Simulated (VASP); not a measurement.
# Pb (Im-3m) in VASP: density of states with PBE+D3(BJ)

Aim: the density of states of Pb with PBE+D3(BJ).

Program: VASP 6.6.1. These are calculated values, not measurements. Logs are shortened: lines on timing, memory, paths and dates and some standing lists are left out, and cuts for length are marked.

### Step 1. The cell of the first run

Symmetry: Im-3m, No. 229, cubic system. The conventional cell has a = 3.940 Å, b = 3.940 Å, c = 3.940 Å, α = 90.00°, β = 90.00°, γ = 90.00°. Pb (site symmetry m-3m) has 14 Pb at 3.41 to 3.94 Å within 4.5 Å.

### Step 2. Density of states, PBE+D3(BJ)

The input, POSCAR:

```
Pb
1.0
   -1.9701595334      1.9701595334      1.9701595334
    1.9701595334     -1.9701595334      1.9701595334
    1.9701595334      1.9701595334     -1.9701595334
Pb
1
Direct
    0.0000000000      0.0000000000      0.0000000000
```

The input, INCAR.step1:

```
SYSTEM = Pb
  PREC = Accurate
  ENCUT = 400
  EDIFF = 1E-6
  ISMEAR = -1
  SIGMA = 0.3
  LREAL = .False.
  LASPH = .True.
  NELM = 120
  ALGO = Normal
  ISIF = 2
  LWAVE = .False.
  LCHARG = .True.
  GGA = PE
  IVDW = 12
  NBANDS = 13
  GGA_COMPAT = .False.
  NEDOS = 2001
  LORBIT = 11
```

The input, KPOINTS.step1:

```
Automatic mesh
0
Gamma
  9 9 9
  0 0 0
```

The input, INCAR.step2:

```
SYSTEM = Pb
  PREC = Accurate
  ENCUT = 400
  EDIFF = 1E-6
  ISMEAR = -5
  SIGMA = 0.3
  LREAL = .False.
  LASPH = .True.
  NELM = 120
  ALGO = Normal
  ISIF = 2
  LWAVE = .False.
  LCHARG = .False.
  GGA = PE
  IVDW = 12
  LORBIT = 10
  NBANDS = 13
  NEDOS = 2001
  ICHARG = 11
  GGA_COMPAT = .False.
```

The input, KPOINTS.step2:

```
Automatic mesh
0
Gamma
  14 14 14
  0 0 0
```

Potentials or basis: VASP PAW PBE potentials, release 64 (Pb_d).

Started as:

```sh
$ cat potpaw_PBE.64/Pb_d/POTCAR > POTCAR
$ cp INCAR.step1 INCAR
$ cp KPOINTS.step1 KPOINTS
$ mpirun -np 1 vasp_std > vasp.out
$ cp INCAR.step2 INCAR
$ cp KPOINTS.step2 KPOINTS
$ mpirun -np 1 vasp_std > vasp.out
```

OUTCAR:

```text
SYSTEM = Pb
   PREC = Accurate
   ENCUT = 400
   EDIFF = 1E-6
   ISMEAR = -5
   LREAL = .False.
   LASPH = .True.
   NELM = 120
   ISIF = 2
   GGA = PE
   IVDW = 12
   LORBIT = 10
   ICHARG = 11
 IVDW          = 12

 ion  position               nearest neighbor table
   1  0.000  0.000  0.000-

  LATTYP: Found a body centered cubic cell.
 ALAT       =     3.9403190668

  Lattice vectors:

 A1 = (  -1.9701595334,   1.9701595334,   1.9701595334)
 A2 = (   1.9701595334,  -1.9701595334,   1.9701595334)
 A3 = (   1.9701595334,   1.9701595334,  -1.9701595334)

Analysis of symmetry for initial positions (statically):
=====================================================================
 Subroutine PRICEL returns:
 Original cell was already a primitive cell.

 Routine SETGRP: Setting up the symmetry group for a
 body centered cubic supercell.

 Subroutine GETGRP returns: Found 48 space group operations
 (whereof 48 operations were pure point group operations)
 out of a pool of 48 trial point group operations.

The static configuration has the point symmetry O_h .

Analysis of symmetry for dynamics (positions and initial velocities):
=====================================================================
 Subroutine PRICEL returns:
 Original cell was already a primitive cell.

 Routine SETGRP: Setting up the symmetry group for a
 body centered cubic supercell.

 Subroutine GETGRP returns: Found 48 space group operations
 (whereof 48 operations were pure point group operations)
 out of a pool of 48 trial point group operations.

The dynamic configuration has the point symmetry O_h .

 Subroutine INISYM returns: Found 48 space group operations
 (whereof 48 operations are pure point group operations),
 and found     1 'primitive' translations

----------------------------------------------------------------------------------------

                                     Primitive cell

  volume of cell :      30.5889

  direct lattice vectors                    reciprocal lattice vectors
    -1.970159533  1.970159533  1.970159533     0.000000000  0.253786555  0.253786555
     1.970159533 -1.970159533  1.970159533     0.253786555  0.000000000  0.253786555
     1.970159533  1.970159533 -1.970159533     0.253786555  0.253786555  0.000000000

  length of vectors
     3.412416411  3.412416411  3.412416411     0.358908387  0.358908387  0.358908387

  position of ions in fractional coordinates (direct lattice)
     0.000000000  0.000000000  0.000000000

  ion indices of the primitive-cell ions
   primitive index   ion index
                 1           1

----------------------------------------------------------------------------------------

 KPOINTS: Automatic mesh

Automatic generation of k-mesh.
 Grid dimensions read from file:
 generate k-points for:   14   14   14

 Generating k-lattice:

  Cartesian coordinates                     Fractional coordinates (reciprocal lattice)
     0.000000000  0.018127611  0.018127611     0.071428571  0.000000000  0.000000000
     0.018127611  0.000000000  0.018127611     0.000000000  0.071428571  0.000000000
     0.018127611  0.018127611  0.000000000     0.000000000  0.000000000  0.071428571

  Length of vectors
     0.025636313  0.025636313  0.025636313

  Shift w.r.t. Gamma in fractional coordinates (k-lattice)
     0.000000000  0.000000000  0.000000000

 TETIRR: Found   3105 inequivalent tetrahedra from    16464

 Subroutine IBZKPT returns following result:
 ===========================================

 Found    104 irreducible k-points:

 Following reciprocal coordinates:
            Coordinates               Weight
  0.000000  0.000000  0.000000      1.000000
  0.071429  0.000000  0.000000     12.000000
  0.142857  0.000000  0.000000     12.000000
  0.214286  0.000000  0.000000     12.000000
  0.285714  0.000000  0.000000     12.000000
  0.357143  0.000000  0.000000     12.000000
[... 16 lines left out ...]
  0.285714  0.285714  0.000000     24.000000
  0.357143  0.285714  0.000000     24.000000
 [... further k-points ...]
   k-points           NKPTS =    104   k-points in BZ     NKDIM =    104   number of bands    NBANDS=     13
   number of dos      NEDOS =   2001   number of ions     NIONS =      1
   total plane-waves  NPLWV =  13824
   dimension x,y,z NGX =    24 NGY =   24 NGZ =   24
   dimension x,y,z NGXF=    48 NGYF=   48 NGZF=   48
   ions per type =               1
   NGX,Y,Z   is equivalent  to a cutoff of  11.69, 11.69, 11.69 a.u.
   NGXF,Y,Z  is equivalent  to a cutoff of  23.38, 23.38, 23.38 a.u.
 SYSTEM =  Pb
   PREC   = accura    normal or accurate (medium, high low for compatibility)
   ISTART =      0    job   : 0-new  1-cont  2-samecut
   ICHARG =     11    charge: 1-file 2-atom 10-const
   ISPIN  =      1    spin polarized calculation?
   LNONCOLLINEAR =      F non collinear calculations
   LSORBIT =      F    spin-orbit coupling
   LASPH  =      T    aspherical Exc in radial PAW
   ENCUT  =  400.0 eV  29.40 Ry    5.42 a.u.   5.56  5.56  5.56*2*pi/ulx,y,z
   NELM   =    120;   NELMIN=  2; NELMDL=  0     # of ELM steps
   EDIFF  = 0.1E-05   stopping-criterion for ELM
   LREAL  =      F    real-space projection
   EDIFFG = 0.1E-04   stopping-criterion for IOM
   NSW    =      0    number of steps for IOM
   IBRION =     -1    ionic relax: 0-MD 1-quasi-New 2-CG
   NFREE  =      0    steps in history (QN), initial steepest desc. (CG)
   ISIF   =      2    stress and relaxation
   ISYM   =      2    0-nonsym 1-usesym 2-fastsym
   POTIM  = 0.5000    time-step for ionic-motion
   TEBEG  =    0.0;   TEEND  =   0.0 temperature during run
   PSTRESS=    0.0 pullay stress
   NELECT =      14.0000    total number of electrons
   NUPDOWN=      -1.0000    fix difference up-down
   EMIN   =  10.00;   EMAX   =-10.00  energy-range for DOS
   EFERMI =   0.00;   METHOD = LEGACY
   ISMEAR =    -5;   SIGMA  =   0.30  broadening in eV -4-tet -1-fermi 0-gaus
   EFERMI_NEDOS =   21; number of points for ismear=-14 and -15
   IALGO  =     38    algorithm
   IMIX   =      4    mixing-type and parameters
     AMIX     =   0.40;   BMIX     =  1.00
     AMIX_MAG =   1.60;   BMIX_MAG =  1.00
  volume/ion in A,a.u.               =      30.59       206.42
  Fermi-wavevector in a.u.,A,eV,Ry     =   1.261623  2.384121 21.656278  1.591692
  Thomas-Fermi vector in A             =   2.395072
   LORBIT       =     10    0 simple, 1 ext, 2 COOP (PROOUT), +10 PAW based schemes
   GGA     = PE    functional components
   LHFCALC =     F    Hartree Fock is set to
   AEXX    =    0.0000 exact exchange contribution
   IVDW    =    12    specifies the selected vdW correction
   LEPSILON=     F    determine dielectric tensor
   LRPA    =     F    only Hartree local field effects (RPA)
 non-spin polarized calculation
 Fermi weights with tetrahedron method with Bloechl corrections
  energy-cutoff  :      400.00
  volume of cell :       30.59
 maximum number of plane-waves:       586
 NGX is ok and might be reduce to    24

 number of electron      13.9999995 magnetization

 Free energy of the ion-electron system (eV)
  ---------------------------------------------------
  ext. energy  EPLUGINS =         0.00000000
  ---------------------------------------------------
  free energy    TOTEN  =        -3.51402174 eV

  energy without entropy =       -3.51402174  energy(sigma->0) =       -3.51402174

 E-fermi :   7.2075     XC(G=0): -10.1464

 val. band max:        7.3279504685   @ k =   0.5000   0.5000   0.3571
 cond. band min:       6.9999565203   @ k =   0.2857   0.2143   0.2143
 fundamental gap:     -0.3279939482
 Fermi energy:         7.2075282548

 k-point     1 :       0.0000    0.0000    0.0000
  band No.  band energies     occupation
      1      -9.9377      2.00000
      2      -9.9377      2.00000
      3      -9.9377      2.00000
      4      -9.7037      2.00000
      5      -9.7037      2.00000
      6      -4.5139      2.00000
      7      14.7521      0.00000
      8      14.7521      0.00000
      9      14.7521      0.00000
     10      18.2848      0.00000
     11      18.2848      0.00000
     12      18.2848      0.00000
     13      18.9253      0.00000

 k-point     2 :       0.0714    0.0000    0.0000
  band No.  band energies     occupation
      1      -9.9418      2.00000
      2      -9.9326      2.00000
      3      -9.9198      2.00000
      4      -9.7083      2.00000
      5      -9.7041      2.00000
      6      -4.4110      2.00000
      7      13.6516      0.00000
      8      14.3968      0.00000
      9      14.6128      0.00000
     10      17.5870      0.00000
     11      18.0092      0.00000
     12      18.1753      0.00000
     13      19.6155      0.00000

 k-point     3 :       0.1429    0.0000    0.0000
  band No.  band energies     occupation
      1      -9.9534      2.00000
      2      -9.9203      2.00000
      3      -9.8692      2.00000
      4      -9.7200      2.00000
      5      -9.7052      2.00000
      6      -4.1020      2.00000
      7      11.5570      0.00000
      8      13.5824      0.00000
      9      14.2159      0.00000
     10      16.6577      0.00000
     11      17.4940      0.00000
     12      18.1690      0.00000
     13      20.3399      0.00000
[... 305 lines left out ...]
 k-point    23 :       0.2857    0.2857    0.0000
  band No.  band energies     occupation
      1      -9.9735      2.00000
      2      -9.8357      2.00000
      3      -9.7580      2.00000
      4      -9.7142      2.00000
      5      -9.6457      2.00000
      6      -0.3961      2.00000
      7       4.6821      2.00000
      8       6.3528      2.09059
      9      11.3372      0.00000
     10      17.4559      0.00000
     11      18.2993      0.00000
     12      20.3779      0.00000
     13      23.1809      0.00000

 k-point    24 :       0.3571    0.2857    0.0000
  band No.  band energies     occupation
      1      -9.9725      2.00000
      2      -9.8172      2.00000
      3      -9.7715      2.00000
      4      -9.6984      2.00000
      5      -9.6594      2.00000
      6      -0.1192      2.00000
      7       4.6397      2.00000
      8       5.8089      2.07117
      9      11.2565      0.00000
     10      17.5788      0.00000
     11      18.9197      0.00000
     12      19.4249      0.00000
     13      23.1141      0.00000

 [... further k-points ...]

------------------------ aborting loop because EDIFF is reached ----------------------------------------

 Edisp (eV)   -0.40567

 E8    (eV) :    -0.2055

  FORCE on cell =-STRESS in cart. coord.  units (eV):
  Direction    XX          YY          ZZ          XY          YZ          ZX
  --------------------------------------------------------------------------------------
  -------------------------------------------------------------------------------------
  Total      -0.00796    -0.00796    -0.00796     0.00000     0.00000    -0.00000
  in kB      -0.41672    -0.41672    -0.41672     0.00000     0.00000    -0.00000
  external pressure =       -0.42 kB  Pullay stress =        0.00 kB

 VOLUME and BASIS-vectors are now :
 -----------------------------------------------------------------------------
  energy-cutoff  :      400.00
  volume of cell :       30.59
      direct lattice vectors                 reciprocal lattice vectors
    -1.970159533  1.970159533  1.970159533     0.000000000  0.253786555  0.253786555
     1.970159533 -1.970159533  1.970159533     0.253786555  0.000000000  0.253786555
     1.970159533  1.970159533 -1.970159533     0.253786555  0.253786555  0.000000000

 POSITION                                       TOTAL-FORCE (eV/Angst)
 -----------------------------------------------------------------------------------
      0.00000      0.00000      0.00000         0.000000      0.000000     -0.000000
 -----------------------------------------------------------------------------------
    total drift:                                0.000000     -0.000000      0.000000

  FREE ENERGIE OF THE ION-ELECTRON SYSTEM (eV)
  ---------------------------------------------------
  free  energy   TOTEN  =        -3.9196878387 eV

  energy  without entropy=       -3.9196878387  energy(sigma->0) =       -3.91968784

 total charge

# of ion       s       p       d       tot
------------------------------------------
    1        1.399   0.747   9.809  11.955
```

Run time: 18 s. Hardware: 1 thread of Intel Xeon 6975P-C, shared host; peak memory 0.16 GiB.

What came out:

```yaml
Valence_electrons_inside_the_program's_atomic_spheres: Pb 11.96
Dispersion_energy_per_atom: -0.406 eV
```

Caveat: three body term missing; spin-orbit coupling is left out, which moves the levels of the heavy elements; pairwise dispersion overbinds metals, which lowers pressure and volume; tetrahedron occupations give inexact forces and stress in metals.
